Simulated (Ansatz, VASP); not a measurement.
CsH: VASP beside Ansatz

INCAR

```
PREC     = Accurate       # precision mode
ENCUT    = 520            # plane-wave cutoff, eV
EDIFF    = 1E-6           # SCF threshold, eV
ISMEAR   = 0              # smearing method
SIGMA    = 0.05           # smearing width, eV
LREAL    = F              # projectors in reciprocal space
LASPH    = T              # aspherical terms in the spheres
NELM     = 80             # most SCF steps
ALGO     = Normal         # electronic algorithm
ISIF     = 2              # what is computed and relaxed
LWAVE    = F              # write WAVECAR
LCHARG   = F              # write CHGCAR
NBANDS   = 12             # bands
```

KPOINTS

```
regular mesh
0
Gamma
  8 8 8
```

File POSCAR:

```
CsH
1.0
    0.0000000000      3.1880000000      3.1880000000
    3.1880000000      0.0000000000      3.1880000000
    3.1880000000      3.1880000000      0.0000000000
Cs H
1 1
Direct
    0.0078419072      0.0078419072     -0.0078419072
    0.5000000000      0.5000000000      0.5000000000
```

Input for Ansatz:

```yaml
crystal:
  lattice:
    - [0.0, 3.188, 3.188]
    - [3.188, 0.0, 3.188]
    - [3.188, 3.188, 0.0]
  atoms:
    - { symbol: Cs, position: [0.0078419072, 0.0078419072, -0.0078419072] }
    - { symbol: H, position: [0.5, 0.5, 0.5] }
basis:
  ecutwfc: 420
kpoints:
  mp_grid: { grid: [8, 8, 8] }
hamiltonian:
  xc: lda
scf:
  occupations: { method: gaussian, width: 0.05 }
output:
  forces: true
  stress: true
  eigenvalues: true
```

Change from the starting cell: all Cs atoms moved +0.050 Å, as atom 1 along Cartesian [0 0 1].

Alike in both runs: task single point; functional LDA; k mesh 8 × 8 × 8; occupations gaussian, width 0.05 eV; no spin polarisation.

|  | VASP | Ansatz |
| --- | --- | --- |
| version | VASP 6.6.1 | Ansatz 0.2.0 |
| potentials or method | VASP PAW LDA potentials, release 64 (Cs_sv, H), cutoff 520 eV | scalar-relativistic, plane waves, PAW |
| valence electrons in the cell | 10 | 10 |

Ansatz gave:

- gap on the k mesh at the Fermi level (eV): 1.96
- least direct gap on the mesh (eV): 1.96
- pressure (GPa): -1.2
- rms of the force components (eV/Å): 0.013

Problem. What did VASP give for the same quantities?

Solution. gap on the k mesh at the Fermi level (eV): 1.94; least direct gap on the mesh (eV): 1.94; pressure (GPa): -1.2; rms of the force components (eV/Å): 0.013.

LDA's correlation is that of Perdew and Zunger in VASP and of Perdew and Wang (1992) in Ansatz. Atom by atom the forces differ by 0.000 eV/Å (rms over components).

Spin-orbit coupling is off throughout.
